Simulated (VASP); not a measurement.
InP:

```
In P
1.0
     3.44853    0.00000    0.00000
     0.00000    3.44853    0.00000
     0.00000    0.00000    3.44853
In P
1 1
Direct
  0.00000 0.00000 0.00000
  0.50000 0.50000 0.50000
```

```yaml
Program: VASP 6.6.1
Task: relaxation of cell and atoms
Functional: r2SCAN
Potentials_or_basis: VASP PAW PBE potentials, release 64 (In_d, P)
Cutoff: 600 eV
k_mesh: 6 × 6 × 6
Occupations: fermi-dirac, width 0.02 eV
Spin: no spin polarisation
```

At the start: pressure -2.1 GPa; volume 20.51 Å³/atom.

Problem. Where does the relaxation end?

Solution. Over 3 steps the energy falls by 3.9 meV/atom and the volume is 19.92 Å³/atom (-2.9 %); space group Pm-3m (No. 221, to 0.1 Å) before and after.

The path:
| step | energy change (eV) | largest force (eV/Å) | pressure (GPa) | volume (Å³) |
| --- | --- | --- | --- | --- |
| 1 | 0.0000 | 0.0000 | -2.06 | 41.01 |
| 2 | -0.0069 | 0.0000 | 0.74 | 39.46 |
| 3 | -0.0078 | 0.0000 | 0.00 | 39.84 |

Final structure:
```
CELL_PARAMETERS angstrom
3.41530 0.00000 0.00000
0.00000 3.41530 0.00000
0.00000 0.00000 3.41530
ATOMIC_POSITIONS crystal
In 0.00000 0.00000 0.00000
P 0.50000 0.50000 0.50000
```

Caveat: the highest band is partly filled, so the run has too few bands; the PAW data sets were made with another functional, which shifts forces and pressure a little.
